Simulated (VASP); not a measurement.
# Cd (Fm-3m) in VASP: notebook

The runs below take Cd through single point, with RPBE.

Everything below comes from runs of VASP 6.6.1. Logs are shortened: lines on timing, memory, paths and dates and some standing lists are left out, and cuts for length are marked.

**1. The cell of the first run**

Symmetry: Fm-3m, No. 225, cubic system. The conventional cell has a = 4.414 Å, b = 4.414 Å, c = 4.414 Å, α = 90.00°, β = 90.00°, γ = 90.00°. Within 4.1 Å of Cd (site symmetry m-3m) lie 12 Cd at 3.12 Å.

**2. Single point, RPBE (volume scaled by 0.88)**

Input file INCAR:

```
SYSTEM = Cd
PREC     = Accurate       ! precision mode
ENCUT    = 520            ! plane-wave cutoff, eV
EDIFF    = 1E-6           ! SCF threshold, eV
ISMEAR   = -1             ! smearing method
SIGMA    = 0.1            ! smearing width, eV
LREAL    = .FALSE.        ! projectors in reciprocal space
LASPH    = .TRUE.         ! aspherical terms in the spheres
NELM     = 100            ! most SCF steps
ALGO     = Normal         ! electronic algorithm
ISIF     = 2              ! what is computed and relaxed
LWAVE    = .FALSE.        ! write WAVECAR
LCHARG   = .FALSE.        ! write CHGCAR
GGA      = RP             ! functional
NBANDS   = 12             ! bands
```

Input file KPOINTS:

```
Automatic mesh
0
G
  13 13 13
  0 0 0
```

Input file POSCAR:

```
Cd
1.0
    0.0000000000      2.2069632593      2.2069632593
    2.2069632593      0.0000000000      2.2069632593
    2.2069632593      2.2069632593      0.0000000000
Cd
1
Direct
    0.0000000000      0.0000000000      0.0000000000
```

Potentials or basis: VASP PAW PBE potentials, release 64 (Cd).

The run is started by

```console
$ cat potpaw_PBE.64/Cd/POTCAR > POTCAR
$ mpirun -np 1 vasp_std > vasp.out
```

OUTCAR:

```text
SYSTEM = Cd
   PREC = Accurate
   ENCUT = 520
   EDIFF = 1E-6
   ISMEAR = -1
   LREAL = .FALSE.
   LASPH = .TRUE.
   NELM = 100
   ISIF = 2
   GGA = RP

 ion  position               nearest neighbor table
   1  0.000  0.000  0.000-

  LATTYP: Found a face centered cubic cell.
 ALAT       =     4.4139265186

  Lattice vectors:

 A1 = (   0.0000000000,   2.2069632593,   2.2069632593)
 A2 = (   2.2069632593,   0.0000000000,   2.2069632593)
 A3 = (   2.2069632593,   2.2069632593,   0.0000000000)

Analysis of symmetry for initial positions (statically):
=====================================================================
 Subroutine PRICEL returns:
 Original cell was already a primitive cell.

 Routine SETGRP: Setting up the symmetry group for a
 face centered cubic supercell.

 Subroutine GETGRP returns: Found 48 space group operations
 (whereof 48 operations were pure point group operations)
 out of a pool of 48 trial point group operations.

The static configuration has the point symmetry O_h .

Analysis of symmetry for dynamics (positions and initial velocities):
=====================================================================
 Subroutine PRICEL returns:
 Original cell was already a primitive cell.

 Routine SETGRP: Setting up the symmetry group for a
 face centered cubic supercell.

 Subroutine GETGRP returns: Found 48 space group operations
 (whereof 48 operations were pure point group operations)
 out of a pool of 48 trial point group operations.

The dynamic configuration has the point symmetry O_h .

 Subroutine INISYM returns: Found 48 space group operations
 (whereof 48 operations are pure point group operations),
 and found     1 'primitive' translations

----------------------------------------------------------------------------------------

                                     Primitive cell

  volume of cell :      21.4989

  direct lattice vectors                    reciprocal lattice vectors
     0.000000000  2.206963259  2.206963259    -0.226555652  0.226555652  0.226555652
     2.206963259  0.000000000  2.206963259     0.226555652 -0.226555652  0.226555652
     2.206963259  2.206963259  0.000000000     0.226555652  0.226555652 -0.226555652

  length of vectors
     3.121117373  3.121117373  3.121117373     0.392405900  0.392405900  0.392405900

  position of ions in fractional coordinates (direct lattice)
     0.000000000  0.000000000  0.000000000

  ion indices of the primitive-cell ions
   primitive index   ion index
                 1           1

----------------------------------------------------------------------------------------

 KPOINTS: Automatic mesh

Automatic generation of k-mesh.
 Grid dimensions read from file:
 generate k-points for:   13   13   13

 Generating k-lattice:

  Cartesian coordinates                     Fractional coordinates (reciprocal lattice)
    -0.017427358  0.017427358  0.017427358     0.076923077  0.000000000  0.000000000
     0.017427358 -0.017427358  0.017427358     0.000000000  0.076923077  0.000000000
     0.017427358  0.017427358 -0.017427358     0.000000000  0.000000000  0.076923077

  Length of vectors
     0.030185069  0.030185069  0.030185069

  Shift w.r.t. Gamma in fractional coordinates (k-lattice)
     0.000000000  0.000000000  0.000000000

 Subroutine IBZKPT returns following result:
 ===========================================

 Found     84 irreducible k-points:

 Following reciprocal coordinates:
            Coordinates               Weight
  0.000000  0.000000  0.000000      1.000000
  0.076923  0.000000  0.000000      8.000000
  0.153846  0.000000  0.000000      8.000000
  0.230769  0.000000  0.000000      8.000000
  0.307692  0.000000  0.000000      8.000000
  0.384615  0.000000  0.000000      8.000000
[... 16 lines left out ...]
  0.384615  0.153846  0.000000     24.000000
  0.461538  0.153846  0.000000     24.000000
 [... further k-points ...]
   k-points           NKPTS =     84   k-points in BZ     NKDIM =     84   number of bands    NBANDS=     12
   number of dos      NEDOS =    301   number of ions     NIONS =      1
   total plane-waves  NPLWV =  13824
   dimension x,y,z NGX =    24 NGY =   24 NGZ =   24
   dimension x,y,z NGXF=    48 NGYF=   48 NGZF=   48
   ions per type =               1
   NGX,Y,Z   is equivalent  to a cutoff of  12.78, 12.78, 12.78 a.u.
   NGXF,Y,Z  is equivalent  to a cutoff of  25.57, 25.57, 25.57 a.u.
 SYSTEM =  Cd
   PREC   = accura    normal or accurate (medium, high low for compatibility)
   ISTART =      0    job   : 0-new  1-cont  2-samecut
   ICHARG =      2    charge: 1-file 2-atom 10-const
   ISPIN  =      1    spin polarized calculation?
   LNONCOLLINEAR =      F non collinear calculations
   LSORBIT =      F    spin-orbit coupling
   LASPH  =      T    aspherical Exc in radial PAW
   ENCUT  =  520.0 eV  38.22 Ry    6.18 a.u.   5.80  5.80  5.80*2*pi/ulx,y,z
   NELM   =    100;   NELMIN=  2; NELMDL= -5     # of ELM steps
   EDIFF  = 0.1E-05   stopping-criterion for ELM
   LREAL  =      F    real-space projection
   EDIFFG = 0.1E-04   stopping-criterion for IOM
   NSW    =      0    number of steps for IOM
   IBRION =     -1    ionic relax: 0-MD 1-quasi-New 2-CG
   NFREE  =      0    steps in history (QN), initial steepest desc. (CG)
   ISIF   =      2    stress and relaxation
   ISYM   =      2    0-nonsym 1-usesym 2-fastsym
   POTIM  = 0.5000    time-step for ionic-motion
   TEBEG  =    0.0;   TEEND  =   0.0 temperature during run
   PSTRESS=    0.0 pullay stress
   NELECT =      12.0000    total number of electrons
   NUPDOWN=      -1.0000    fix difference up-down
   EMIN   =  10.00;   EMAX   =-10.00  energy-range for DOS
   EFERMI =   0.00;   METHOD = LEGACY
   ISMEAR =    -1;   SIGMA  =   0.10  broadening in eV -4-tet -1-fermi 0-gaus
   EFERMI_NEDOS =   21; number of points for ismear=-14 and -15
   IALGO  =     38    algorithm
   IMIX   =      4    mixing-type and parameters
     AMIX     =   0.40;   BMIX     =  1.00
     AMIX_MAG =   1.60;   BMIX_MAG =  1.00
  volume/ion in A,a.u.               =      21.50       145.08
  Fermi-wavevector in a.u.,A,eV,Ry     =   1.347918  2.547196 24.720194  1.816883
  Thomas-Fermi vector in A             =   2.475629
   LORBIT       =      0    0 simple, 1 ext, 2 COOP (PROOUT), +10 PAW based schemes
   GGA     = RP    functional components
   LHFCALC =     F    Hartree Fock is set to
   AEXX    =    0.0000 exact exchange contribution
   IVDW    =     0    specifies the selected vdW correction
   LEPSILON=     F    determine dielectric tensor
   LRPA    =     F    only Hartree local field effects (RPA)
 non-spin polarized calculation
  energy-cutoff  :      520.00
  volume of cell :       21.50
 maximum number of plane-waves:       589
   NGX = 11   NGY = 11   NGZ = 11

 number of electron      12.0000006 magnetization

 Free energy of the ion-electron system (eV)
  ---------------------------------------------------
  ext. energy  EPLUGINS =         0.00000000
  ---------------------------------------------------
  free energy    TOTEN  =        -0.31249465 eV

  energy without entropy =       -0.30079369  energy(sigma->0) =       -0.30664417

 E-fermi :   3.1099     XC(G=0): -10.9437

 val. band max:        3.0869996723   @ k =  -0.3846   0.3077   0.0000
 cond. band min:       3.1330013258   @ k =  -0.3077   0.3846   0.0769
 fundamental gap:      0.0460016535
 Fermi energy:         3.1098991151

 k-point     1 :       0.0000    0.0000    0.0000
  band No.  band energies     occupation
      1      -6.1252      2.00000
      2      -6.1252      2.00000
      3      -6.1252      2.00000
      4      -5.7897      2.00000
      5      -5.6605      2.00000
      6      -5.6605      2.00000
      7      16.9974      0.00000
      8      18.2424      0.00000
      9      18.2424      0.00000
     10      18.2424      0.00000
     11      21.5817      0.00000
     12      21.5817      0.00000

 k-point     2 :       0.0769    0.0000    0.0000
  band No.  band energies     occupation
      1      -6.1452      2.00000
      2      -6.1001      2.00000
      3      -6.1001      2.00000
      4      -5.6663      2.00000
      5      -5.6663      2.00000
      6      -5.6297      2.00000
      7      15.9786      0.00000
      8      17.3396      0.00000
      9      18.0001      0.00000
     10      18.0001      0.00000
     11      21.9947      0.00000
     12      22.0121      0.00000

 k-point     3 :       0.1538    0.0000    0.0000
  band No.  band energies     occupation
      1      -6.2237      2.00000
      2      -6.0460      2.00000
      3      -6.0460      2.00000
      4      -5.6655      2.00000
      5      -5.6655      2.00000
      6      -5.1244      2.00000
      7      13.0940      0.00000
      8      17.2440      0.00000
      9      17.4907      0.00000
     10      17.4907      0.00000
     11      21.6385      0.00000
     12      22.6508      0.00000

 k-point     4 :       0.2308    0.0000    0.0000
  band No.  band energies     occupation
      1      -6.3428      2.00000
      2      -6.0211      2.00000
      3      -6.0211      2.00000
      4      -5.6086      2.00000
      5      -5.6086      2.00000
      6      -4.2750      2.00000
      7      10.1462      0.00000
      8      16.9487      0.00000
      9      16.9487      0.00000
     10      17.0531      0.00000
     11      21.3585      0.00000
     12      21.7233      0.00000

 k-point     5 :       0.3077    0.0000    0.0000
  band No.  band energies     occupation
      1      -6.4685      2.00000
      2      -6.0481      2.00000
      3      -6.0481      2.00000
      4      -5.4887      2.00000
      5      -5.4887      2.00000
      6      -3.0962      2.00000
      7       7.3470      0.00000
      8      16.4607      0.00000
      9      16.4607      0.00000
     10      16.6970      0.00000
     11      20.7008      0.00000
     12      20.7008      0.00000
[... 228 lines left out ...]
      1      -6.3320      2.00000
      2      -5.9782      2.00000
      3      -5.8909      2.00000
      4      -5.8742      2.00000
      5      -5.5335      2.00000
      6      -4.2673      2.00000
      7      12.5052      0.00000
      8      14.2417      0.00000
      9      15.7031      0.00000
     10      16.8574      0.00000
     11      17.4216      0.00000
     12      24.0986      0.00000

 k-point    22 :       0.3077    0.1538    0.0000
  band No.  band energies     occupation
      1      -6.3914      2.00000
      2      -6.0382      2.00000
      3      -5.8590      2.00000
      4      -5.8468      2.00000
      5      -5.4357      2.00000
      6      -3.2980      2.00000
      7       9.6343      0.00000
      8      13.6810      0.00000
      9      15.2119      0.00000
     10      15.4604      0.00000
     11      19.2920      0.00000
     12      23.5735      0.00000

 k-point    23 :       0.3846    0.1538    0.0000
  band No.  band energies     occupation
      1      -6.4516      2.00000
      2      -6.0983      2.00000
      3      -5.8902      2.00000
      4      -5.7566      2.00000
      5      -5.3287      2.00000
      6      -2.0060      2.00000
      7       6.9258      0.00000
      8      13.4336      0.00000
      9      13.8156      0.00000
     10      15.3095      0.00000
     11      21.4363      0.00000
     12      23.0710      0.00000

 k-point    24 :       0.4615    0.1538    0.0000
  band No.  band energies     occupation
      1      -6.4902      2.00000
      2      -6.1506      2.00000
      3      -5.9319      2.00000
      4      -5.6433      2.00000
      5      -5.2695      2.00000
      6      -0.4134      2.00000
      7       4.4431      0.00000
      8      12.6832      0.00000
      9      13.5316      0.00000
     10      15.3021      0.00000
     11      22.5623      0.00000
     12      22.6368      0.00000

 [... further k-points ...]
[... 5 lines left out ...]
  --------------------------------------------------------------------------------------
  -------------------------------------------------------------------------------------
  Total        0.8037151      0.8037151      0.8037151     -0.0000000     -0.0000000      0.0000000
  in kB       59.8959395     59.8959395     59.8959395     -0.0000000     -0.0000000      0.0000000
  external PRESSURE =      59.8959395 kB  Pullay stress =       0.0000000 kB

 VOLUME and BASIS-vectors are now :
 -----------------------------------------------------------------------------
  energy-cutoff  :      520.00
  volume of cell :       21.50
      direct lattice vectors                 reciprocal lattice vectors
     0.000000000  2.206963259  2.206963259    -0.226555652  0.226555652  0.226555652
     2.206963259  0.000000000  2.206963259     0.226555652 -0.226555652  0.226555652
     2.206963259  2.206963259  0.000000000     0.226555652  0.226555652 -0.226555652

 POSITION                                       TOTAL-FORCE (eV/Angst)
 -----------------------------------------------------------------------------------
      0.00000      0.00000      0.00000        -0.000000      0.000000      0.000000
 -----------------------------------------------------------------------------------
    total drift:                               -0.000000     -0.000000     -0.000000

  FREE ENERGIE OF THE ION-ELECTRON SYSTEM (eV)
  ---------------------------------------------------
  free  energy   TOTEN  =        -0.3124946453 eV

  energy  without entropy=       -0.3007936929  energy(sigma->0) =       -0.30664417
```

Run time: 7.3 s. Hardware: 1 thread of Intel Xeon Platinum 8375C at 2.90GHz (Ice Lake), shared host; peak memory 0.14 GiB.

What came out:

* Free energy: -0.3125 eV
* Pressure: 6.0 GPa
* Band gap on the k mesh: zero (band 6 reaches 4.17 eV, above the bottom of band 7 at 2.02 eV)

Caveat: the PAW data sets were made with another functional, which shifts forces and pressure a little.

**3. Single point, RPBE (volume scaled by 0.92)**

Input file INCAR:

```
ALGO = Normal
EDIFF = 1E-6
ENCUT = 520
GGA = RP
ISIF = 2
ISMEAR = -1
LASPH = T
LCHARG = F
LREAL = F
LWAVE = F
NBANDS = 12
NELM = 60
PREC = Accurate
SIGMA = 0.1
```

Input file KPOINTS:

```
k-points
0
Gamma
  13 13 13
```

Input file POSCAR:

```
Cd
1.0
    0.0000000000      2.2399078664      2.2399078664
    2.2399078664      0.0000000000      2.2399078664
    2.2399078664      2.2399078664      0.0000000000
Cd
1
Direct
    0.0000000000      0.0000000000      0.0000000000
```

Potentials or basis: VASP PAW PBE potentials, release 64 (Cd).

The run is started by

```console
$ cat potpaw_PBE.64/Cd/POTCAR > POTCAR
$ mpirun -np 1 vasp_std > vasp.out
```

It took 7.1 s on 1 thread of Intel Xeon Platinum 8375C at 2.90GHz (Ice Lake), shared host; peak memory 0.15 GiB.

The run converged. Its results:

```yaml
Free_energy: -0.3410 eV
Pressure: 3.4 GPa
Band_gap_on_the_k_mesh: zero (band 6 reaches 3.87 eV, above the bottom of band 7 at 1.65 eV)
```

Levels at points of the mesh, in eV from the Fermi level:
| k point | band 2 | band 3 | band 4 | band 5 | band 6 | band 7 | band 8 | band 9 | band 10 | band 11 |
| --- | --- | --- | --- | --- | --- | --- | --- | --- | --- | --- |
| (0.00, 0.00, 0.00) | -9.12 | -9.12 | -8.69 | -8.69 | -8.57 | 13.73 | 14.69 | 14.69 | 14.69 | 17.96 |

Caveat: the PAW data sets were made with another functional, which shifts forces and pressure a little.
